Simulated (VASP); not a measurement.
# H (P-1) in VASP: a series of runs

The runs below take H through single point, relaxation of cell and atoms, with PBEsol.

Program: VASP 6.6.1. These are calculated values, not measurements. Logs are shortened: lines on timing, memory, paths and dates and some standing lists are left out, and cuts for length are marked.

## (1) The cell of the first run

The typed cell holds 2 atoms: a = 3.350 Å, b = 3.343 Å, c = 3.349 Å, α = 116.10°, β = 116.14°, γ = 96.91°.

## (2) Single point, PBEsol (atoms moved at random)

INCAR reads:

```
PREC     = Accurate       # precision mode
ENCUT    = 520            # plane-wave cutoff, eV
EDIFF    = 1E-6           # SCF threshold, eV
ISMEAR   = 0              # smearing method
SIGMA    = 0.1            # smearing width, eV
LREAL    = False          # projectors in reciprocal space
LASPH    = True           # aspherical terms in the spheres
NELM     = 60             # most SCF steps
ALGO     = Normal         # electronic algorithm
ISIF     = 2              # what is computed and relaxed
LWAVE    = False          # write WAVECAR
LCHARG   = False          # write CHGCAR
GGA      = PS             # functional
NBANDS   = 8              # bands
```

KPOINTS reads:

```
regular mesh
0
Gamma
  10 10 11
```

POSCAR reads:

```
H
1.0
    3.3491612310      0.0489733359     -0.0012805226
   -0.4510157553      3.3128844995     -0.0020340281
   -1.4500433728     -1.6826345253      2.5062063544
H
2
Direct
    0.0515159761      0.1111469207      0.9823639293
    0.8806810239      0.9347020793      0.9770670707
```

Potentials or basis: VASP PAW PBE potentials, release 64 (H).

Started as:

```
cat potpaw_PBE.64/H/POTCAR > POTCAR
mpirun -np 1 vasp_std > vasp.out
```

OUTCAR:

```text
PREC = Accurate
   ENCUT = 520
   EDIFF = 1E-6
   ISMEAR = 0
   LREAL = False
   LASPH = True
   NELM = 60
   ISIF = 2
   GGA = PS

 ion  position               nearest neighbor table
   1  0.052  0.111  0.982-   2 0.76
   2  0.881  0.935  0.977-   1 0.76

  LATTYP: Found a triclinic cell.
 ALAT       =     3.3488736942
 B/A-ratio  =     1.4957565299
 C/A-ratio  =     0.9983788862
 COS(alpha) =     0.0012308633
 COS(beta)  =     0.4399016174
 COS(gamma) =     0.7488826563

  Lattice vectors:

 A1 = (   1.4500433728,   1.6826345253,  -2.5062063544)
 A2 = (   0.0019412699,   0.0034112152,  -5.0090981581)
 A3 = (  -0.4510157553,   3.3128844995,  -0.0020340281)

Analysis of symmetry for initial positions (statically):
=====================================================================
 Subroutine PRICEL returns:
 Original cell was already a primitive cell.

 Routine SETGRP: Setting up the symmetry group for a
 triclinic supercell.

 Subroutine GETGRP returns: Found  2 space group operations
 (whereof  1 operations were pure point group operations)
 out of a pool of  2 trial point group operations.

The static configuration has the point symmetry C_1 .
 The point group associated with its full space group is S_2 .

Analysis of symmetry for dynamics (positions and initial velocities):
=====================================================================
 Subroutine PRICEL returns:
 Original cell was already a primitive cell.

 Routine SETGRP: Setting up the symmetry group for a
 triclinic supercell.

 Subroutine GETGRP returns: Found  2 space group operations
 (whereof  1 operations were pure point group operations)
 out of a pool of  2 trial point group operations.

The dynamic configuration has the point symmetry C_1 .
 The point group associated with its full space group is S_2 .

 Subroutine INISYM returns: Found  2 space group operations
 (whereof  1 operations are pure point group operations),
 and found     1 'primitive' translations

----------------------------------------------------------------------------------------

                                     Primitive cell

  volume of cell :      27.8442

  direct lattice vectors                    reciprocal lattice vectors
     3.349161231  0.048973336 -0.001280523     0.298063453  0.040700988  0.199779966
    -0.451015755  3.312884499 -0.002034028    -0.004330614  0.301384883  0.199840301
    -1.450043373 -1.682634525  2.506206354     0.000148778  0.000265399  0.399273708

  length of vectors
     3.349519515  3.343444789  3.348873694     0.361123839  0.361645887  0.399273824

  position of ions in fractional coordinates (direct lattice)
     0.051515976  0.111146921  0.982363929
     0.880681024  0.934702079  0.977067071

  ion indices of the primitive-cell ions
   primitive index   ion index
                 1           1
                 2           2

----------------------------------------------------------------------------------------

 KPOINTS: regular mesh

Automatic generation of k-mesh.
 Grid dimensions read from file:
 generate k-points for:   10   10   11

 Generating k-lattice:

  Cartesian coordinates                     Fractional coordinates (reciprocal lattice)
     0.029806345  0.004070099  0.019977997     0.100000000  0.000000000  0.000000000
    -0.000433061  0.030138488  0.019984030    -0.000000000  0.100000000 -0.000000000
     0.000013525  0.000024127  0.036297610     0.000000000  0.000000000  0.090909091

  Length of vectors
     0.036112384  0.036164589  0.036297620

  Shift w.r.t. Gamma in fractional coordinates (k-lattice)
     0.000000000  0.000000000  0.000000000

 Subroutine IBZKPT returns following result:
 ===========================================

 Found    552 irreducible k-points:

 Following reciprocal coordinates:
            Coordinates               Weight
  0.000000  0.000000  0.000000      1.000000
  0.100000  0.000000 -0.000000      2.000000
  0.200000  0.000000 -0.000000      2.000000
  0.300000  0.000000 -0.000000      2.000000
  0.400000 -0.000000 -0.000000      2.000000
  0.500000 -0.000000 -0.000000      1.000000
[... 16 lines left out ...]
 -0.400000  0.200000  0.000000      2.000000
 -0.300000  0.200000 -0.000000      2.000000
 [... further k-points ...]
   k-points           NKPTS =    552   k-points in BZ     NKDIM =    552   number of bands    NBANDS=      8
   number of dos      NEDOS =    301   number of ions     NIONS =      2
   total plane-waves  NPLWV =  21952
   dimension x,y,z NGX =    28 NGY =   28 NGZ =   28
   dimension x,y,z NGXF=    56 NGYF=   56 NGZF=   56
   ions per type =               2
   NGX,Y,Z   is equivalent  to a cutoff of  13.90, 13.92, 13.90 a.u.
   NGXF,Y,Z  is equivalent  to a cutoff of  27.79, 27.84, 27.80 a.u.
 SYSTEM =  unknown system
   PREC   = accura    normal or accurate (medium, high low for compatibility)
   ISTART =      0    job   : 0-new  1-cont  2-samecut
   ICHARG =      2    charge: 1-file 2-atom 10-const
   ISPIN  =      1    spin polarized calculation?
   LNONCOLLINEAR =      F non collinear calculations
   LSORBIT =      F    spin-orbit coupling
   LASPH  =      T    aspherical Exc in radial PAW
   ENCUT  =  520.0 eV  38.22 Ry    6.18 a.u.   6.23  6.22  6.23*2*pi/ulx,y,z
   NELM   =     60;   NELMIN=  2; NELMDL= -5     # of ELM steps
   EDIFF  = 0.1E-05   stopping-criterion for ELM
   LREAL  =      F    real-space projection
   EDIFFG = 0.1E-04   stopping-criterion for IOM
   NSW    =      0    number of steps for IOM
   IBRION =     -1    ionic relax: 0-MD 1-quasi-New 2-CG
   NFREE  =      0    steps in history (QN), initial steepest desc. (CG)
   ISIF   =      2    stress and relaxation
   ISYM   =      2    0-nonsym 1-usesym 2-fastsym
   POTIM  = 0.5000    time-step for ionic-motion
   TEBEG  =    0.0;   TEEND  =   0.0 temperature during run
   PSTRESS=    0.0 pullay stress
   NELECT =       2.0000    total number of electrons
   NUPDOWN=      -1.0000    fix difference up-down
   EMIN   =  10.00;   EMAX   =-10.00  energy-range for DOS
   EFERMI =   0.00;   METHOD = LEGACY
   ISMEAR =     0;   SIGMA  =   0.10  broadening in eV -4-tet -1-fermi 0-gaus
   EFERMI_NEDOS =   21; number of points for ismear=-14 and -15
   IALGO  =     38    algorithm
   IMIX   =      4    mixing-type and parameters
     AMIX     =   0.40;   BMIX     =  1.00
     AMIX_MAG =   1.60;   BMIX_MAG =  1.00
  volume/ion in A,a.u.               =      13.92        93.95
  Fermi-wavevector in a.u.,A,eV,Ry     =   0.680518  1.285993  6.300926  0.463105
  Thomas-Fermi vector in A             =   1.759032
   LORBIT       =      0    0 simple, 1 ext, 2 COOP (PROOUT), +10 PAW based schemes
   GGA     = PS    functional components
   LHFCALC =     F    Hartree Fock is set to
   AEXX    =    0.0000 exact exchange contribution
   IVDW    =     0    specifies the selected vdW correction
   LEPSILON=     F    determine dielectric tensor
   LRPA    =     F    only Hartree local field effects (RPA)
 non-spin polarized calculation
 Gauss-broadening in eV      SIGMA  =   0.10
  energy-cutoff  :      520.00
  volume of cell :       27.84
 maximum number of plane-waves:       766
 NGX is ok and might be reduce to    28
   NGX = 13   NGY = 13   NGZ = 13

 number of electron       2.0000000 magnetization

 Free energy of the ion-electron system (eV)
  ---------------------------------------------------
  ext. energy  EPLUGINS =         0.00000000
  ---------------------------------------------------
  free energy    TOTEN  =        -6.52768628 eV

  energy without entropy =       -6.52768628  energy(sigma->0) =       -6.52768628

 E-fermi :  -7.8984     XC(G=0):  -4.9307

 val. band max:       -8.3610544429   @ k =   0.5000   0.5000   0.4545
 cond. band min:       0.5417687628   @ k =   0.0000   0.5000  -0.0000
 fundamental gap:      8.9028232057
 Fermi energy:        -7.8984203969

 k-point     1 :       0.0000    0.0000    0.0000
  band No.  band energies     occupation
      1     -10.1709      2.00000
      2       4.2793      0.00000
      3       7.6562      0.00000
      4      13.4592      0.00000
      5      13.4616      0.00000
      6      15.4878      0.00000
      7      15.4940      0.00000
      8      16.7693      0.00000

 k-point     2 :       0.1000    0.0000   -0.0000
  band No.  band energies     occupation
      1     -10.0741      2.00000
      2       3.8469      0.00000
      3       7.8186      0.00000
      4      12.4377      0.00000
      5      12.8448      0.00000
      6      15.5353      0.00000
      7      16.1111      0.00000
      8      16.5630      0.00000

 k-point     3 :       0.2000    0.0000   -0.0000
  band No.  band energies     occupation
      1      -9.8057      2.00000
      2       2.8617      0.00000
      3       8.0423      0.00000
      4      10.7631      0.00000
      5      11.9815      0.00000
      6      15.6664      0.00000
      7      16.2777      0.00000
      8      16.5449      0.00000

 k-point     4 :       0.3000    0.0000   -0.0000
  band No.  band energies     occupation
      1      -9.4372      2.00000
      2       1.7662      0.00000
      3       8.0253      0.00000
      4       9.6402      0.00000
      5      11.3414      0.00000
      6      14.6076      0.00000
      7      15.4961      0.00000
      8      17.4790      0.00000

 k-point     5 :       0.4000   -0.0000   -0.0000
  band No.  band energies     occupation
      1      -9.1002      2.00000
      2       0.9089      0.00000
      3       7.7549      0.00000
      4       9.2233      0.00000
      5      10.9696      0.00000
      6      13.8864      0.00000
      7      15.2513      0.00000
      8      16.4276      0.00000
[... 177 lines left out ...]
 k-point    22 :       0.5000    0.2000   -0.0000
  band No.  band energies     occupation
      1      -8.9049      2.00000
      2       1.4510      0.00000
      3       5.1710      0.00000
      4       8.4960      0.00000
      5      10.2737      0.00000
      6      14.5847      0.00000
      7      17.2328      0.00000
      8      17.9295      0.00000

 k-point    23 :      -0.4000    0.2000    0.0000
  band No.  band energies     occupation
      1      -9.1643      2.00000
      2       2.0886      0.00000
      3       5.6189      0.00000
      4       8.7626      0.00000
      5      10.3439      0.00000
      6      15.1179      0.00000
      7      15.1461      0.00000
      8      18.1477      0.00000

 k-point    24 :      -0.3000    0.2000   -0.0000
  band No.  band energies     occupation
      1      -9.4834      2.00000
      2       2.8486      0.00000
      3       6.0790      0.00000
      4       9.7696      0.00000
      5      10.9459      0.00000
      6      13.2032      0.00000
      7      15.7523      0.00000
      8      18.8027      0.00000

 [... further k-points ...]

------------------------ aborting loop because EDIFF is reached ----------------------------------------

  FORCE on cell =-STRESS in cart. coord.  units (eV):
  Direction    XX          YY          ZZ          XY          YZ          ZX
  --------------------------------------------------------------------------------------
  -------------------------------------------------------------------------------------
  Total       -0.0236921     -0.0243439     -0.0241985      0.0002580     -0.0002721     -0.0002066
  in kB       -1.3632583     -1.4007657     -1.3923976      0.0148479     -0.0156570     -0.0118865
  external PRESSURE =      -1.3854739 kB  Pullay stress =       0.0000000 kB

 VOLUME and BASIS-vectors are now :
 -----------------------------------------------------------------------------
  energy-cutoff  :      520.00
  volume of cell :       27.84
      direct lattice vectors                 reciprocal lattice vectors
     3.349161231  0.048973336 -0.001280523     0.298063453  0.040700988  0.199779966
    -0.451015755  3.312884499 -0.002034028    -0.004330614  0.301384883  0.199840301
    -1.450043373 -1.682634525  2.506206354     0.000148778  0.000265399  0.399273708

 POSITION                                       TOTAL-FORCE (eV/Angst)
 -----------------------------------------------------------------------------------
     -1.30206     -1.28222      2.46171         0.004444      0.004495     -0.000425
      1.11119      1.49564      2.44570        -0.004444     -0.004495      0.000425
 -----------------------------------------------------------------------------------
    total drift:                                0.000002     -0.000002     -0.000001

  FREE ENERGIE OF THE ION-ELECTRON SYSTEM (eV)
  ---------------------------------------------------
  free  energy   TOTEN  =        -6.5276862772 eV

  energy  without entropy=       -6.5276862772  energy(sigma->0) =       -6.52768628
```

It took 66 s on 1 thread of Intel Xeon Platinum 8488C (Sapphire Rapids), shared host; peak memory 0.21 GiB.

What came out:

| Quantity | Value |
| --- | --- |
| Free energy | -6.5277 eV |
| Pressure | -0.1 GPa |
| Largest force | 0.006 eV/Å |
| Band gap on the k mesh | 8.90 eV, indirect (least direct gap 9.49 eV) |

Forces in eV/Å, atoms in the order of the input:
```
H    0.004  0.004  0.000
H   -0.004 -0.004  0.000
```

Levels at points of the mesh, in eV from the valence-band top:
| k point | band 1 | band 2 | band 3 | band 4 |
| --- | --- | --- | --- | --- |
| (0.00, 0.00, 0.00) | -1.81 | 12.64 | 16.02 | 21.82 |
| (0.50, 0.00, 0.00) | -0.60 | 8.94 | 15.97 | 17.51 |
| (0.00, 0.50, 0.00) | -0.59 | 8.90 | 15.95 | 17.60 |
| (0.50, 0.50, 0.00) | -0.41 | 10.61 | 13.33 | 15.38 |

Caveat: the cell differs from its parent crystal (atoms moved at random); the PAW data sets were made with another functional, which shifts forces and pressure a little.

## (3) Relaxation of cell and atoms, PBEsol (atoms moved at random)

INCAR reads:

```
PREC = Accurate ; ENCUT = 600
EDIFF = 1E-7 ; ISMEAR = 0
SIGMA = 0.1 ; LREAL = F
LASPH = T ; NELM = 80
ALGO = Normal ; ISIF = 3
LWAVE = F ; LCHARG = F
GGA = PS ; IBRION = 2
NSW = 60 ; EDIFFG = -0.01
```

KPOINTS reads:

```
Automatic mesh
0
Gamma
  10 10 11
```

POSCAR reads:

```
H
1.0
    3.1559298000      0.0000000000      0.0000000000
   -0.4706259817      3.1206416148      0.0000000000
   -1.3426519094     -1.5603208076      2.3921909895
H
2
Direct
    0.0408070000      0.1163320000      0.9971720000
    0.8913900000      0.9295170000      0.9622590000
```

Potentials or basis: VASP PAW PBE potentials, release 64 (H).

Started as:

```
cat potpaw_PBE.64/H/POTCAR > POTCAR
mpirun -np 1 vasp_std > vasp.out
```

Run time: 2.6 min. Hardware: 1 thread of Intel Xeon Platinum 8488C (Sapphire Rapids), shared host; peak memory 0.2 GiB.

The run converged. Its results:

```
Free energy                            : -6.5271 eV
Relaxed volume                         : 11.96 Å³/atom
Relaxed cell                           : a = 3.172 Å, b = 3.180 Å, c = 3.172 Å, α = 115.57°, β = 115.48°, γ = 97.86°
Space group after relaxing (to 0.05 Å) : C2/m (No. 12)
Energy gained by relaxing              : 179.0 meV/atom
Ionic steps                            : 11
Pressure after relaxing                : 0.1 GPa
Largest force after relaxing           : 0.009 eV/Å
Band gap on the k mesh                 : 8.25 eV, indirect (least direct gap 8.99 eV)
```

Forces on the atoms (eV/Å):
```
H    0.008  0.002 -0.004
H   -0.008 -0.002  0.004
```

Step by step:
```
step  energy change (eV)  largest force (eV/Å)  pressure (GPa)  volume (Å³)
   1              0.0000                6.5440            9.46        23.56
   2              1.8999                3.9587          -12.69        25.93
   3              0.6337                4.3103          -10.42        24.97
   4             -0.0611                3.2334           -6.54        24.39
   5             -0.3415                0.9731           -1.67        23.97
   6             -0.3572                0.2333            0.45        23.84
   7             -0.3580                0.0265            0.02        23.87
   8             -0.3579                0.0358            0.12        23.86
   9             -0.3580                0.0342            0.11        23.88
  10             -0.3580                0.0291            0.10        23.92
  11             -0.3580                0.0092            0.07        23.92
```

Final structure:
```cif
data_structure
_symmetry_space_group_name_H-M 'P 1'
_symmetry_Int_Tables_number 1
_cell_length_a 3.1718
_cell_length_b 3.1801
_cell_length_c 3.1720
_cell_angle_alpha 115.574
_cell_angle_beta 115.485
_cell_angle_gamma 97.856
_cell_volume 23.92
loop_
_atom_site_label
_atom_site_type_symbol
_atom_site_fract_x
_atom_site_fract_y
_atom_site_fract_z
_atom_site_occupancy
H1 H 0.05465 0.13323 0.00003 1
H2 H 0.87755 0.91262 0.95940 1
```

Levels at points of the mesh, in eV from the valence-band top:
```csv
k point,band 1,band 2,band 3,band 4,band 5
"(0.00, 0.00, 0.00)",-2.40,13.40,16.69,23.08,23.11
"(0.50, 0.00, 0.00)",-0.81,8.66,16.67,18.13,20.17
"(0.00, 0.50, 0.00)",-0.74,8.25,16.54,19.27,19.95
"(0.50, 0.50, 0.00)",-0.57,10.34,13.79,15.89,18.51
```

Caveat: the cell differs from its parent crystal (atoms moved at random); the PAW data sets were made with another functional, which shifts forces and pressure a little.
